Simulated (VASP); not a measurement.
Set up this calculation in VASP 6.6.1, as the native input.

- Task: single point
- Functional: PBE
- Potentials or basis: VASP PAW PBE potentials, release 64 (Si, Ge_d)
- Cutoff: 520 eV
- k mesh: 2 × 2 × 2
- Occupations: fermi-dirac, width 0.05 eV
- Spin: no spin polarisation
- Dipole correction: no
- Further INCAR settings: LREAL = Auto; ALGO = Normal; EDIFF = 1e-07; NBANDS = 53

The structure of Si16Ge (a cell with a defect) lies in POSCAR:

```
Si16Ge
1.0
    0.0000000000      5.4300000000      5.4300000000
    5.4300000000      0.0000000000      5.4300000000
    5.4300000000      5.4300000000      0.0000000000
Si Ge
16 1
Direct
   -0.0043830571      0.2141988950     -0.1310681400
    0.0344659300      0.2941344383      0.1373020258
   -0.0988950276      0.1065377532      0.4988950276
    0.1665930018      0.2387292818      0.4985635359
    0.2885727440      0.5101197053     -0.0859392265
    0.1378637201      0.8199815838      0.0347697974
    0.0016390424      0.6231860037      0.4340331492
    0.0490791897      0.7171639042      0.6217127072
    0.3790239411     -0.0682504604     -0.0241988950
    0.5883977901     -0.0139410681      0.0780478821
    0.4289318600     -0.0862430939      0.4330202578
    0.5382872928      0.1279926335      0.5856537753
    0.6125966851      0.3288581952     -0.0505340700
    0.5955801105      0.3872375691      0.2420994475
    0.4322744015      0.5168784530      0.4916114180
    0.7029005525      0.5159760589      0.5795856354
    0.8062799263      0.6579373849      1.0107918969
```

One way to write it, as run:

INCAR

```
PREC = Accurate
ENCUT = 520
EDIFF = 1E-7
ISMEAR = -1
SIGMA = 0.05
LREAL = Auto
LASPH = T
NELM = 80
ALGO = Normal
ISIF = 2
LWAVE = F
LCHARG = F
GGA = PE
NBANDS = 53
```

KPOINTS

```
Automatic mesh
0
Gamma
  2 2 2
```

Potentials or basis: VASP PAW PBE potentials, release 64 (Si, Ge_d).

Run with:

```sh
$ cat potpaw_PBE.64/Si/POTCAR potpaw_PBE.64/Ge_d/POTCAR > POTCAR
$ mpirun -np 1 vasp_std > vasp.out
```

Results of the run:

```json
{
  "Pressure": "1.0 GPa",
  "Largest force": "3.749 eV/Å",
  "Band gap on the k mesh": "zero (bands 39 and 40 overlap by 0.02 eV)"
}
```

Caveat: the k points lie up to 0.50 Å⁻¹ apart; the atoms stand as in a frame of molecular dynamics.

Run time: 7 min on 1 thread of Intel Xeon 8259CL, with other jobs on the host, peak memory 0.5 GiB.
